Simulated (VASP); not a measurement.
CdAu, 2 atoms in the cell. It takes space group P-6m2 (No. 187, hexagonal). Conventional cell: a = 3.079 Å, b = 3.079 Å, c = 4.602 Å, α = 90.00°, β = 90.00°, γ = 120.00°. Cd (site symmetry -6m2) has 6 Au at 2.91 Å and 6 Cd at 3.08 Å within 3.8 Å. Au (site symmetry -6m2) has 6 Cd at 2.91 Å and 6 Au at 3.08 Å within 3.8 Å. 

| Item | Value |
| --- | --- |
| Program | VASP 6.6.1 |
| Task | single point |
| Functional | PBEsol |
| Potentials or basis | VASP PAW PBE potentials, release 64 (Cd, Au) |
| Cutoff | 520 eV |
| k mesh | 18 × 18 × 10 |
| Occupations | gaussian, width 0.15 eV |
| Spin | no spin polarisation |
| Dipole correction | no |
| Further INCAR settings | ALGO = Fast; EDIFF = 1e-06; NBANDS = 18 |

Potentials or basis: VASP PAW PBE potentials, release 64 (Cd, Au).

Launch:

```console
$ cat potpaw_PBE.64/Cd/POTCAR potpaw_PBE.64/Au/POTCAR > POTCAR
$ mpirun -np 1 vasp_std > vasp.out
```

Hardware: 1 thread of AMD EPYC 9R45 96-Core Processor (Zen 5), with other jobs on the host.

How long does it take, and how much memory?

Wall time 79 s on 1 thread of AMD EPYC 9R45 96-Core Processor (Zen 5), with other jobs on the host, peak memory 0.25 GiB. Counts: scf iterations 12, k points 222.
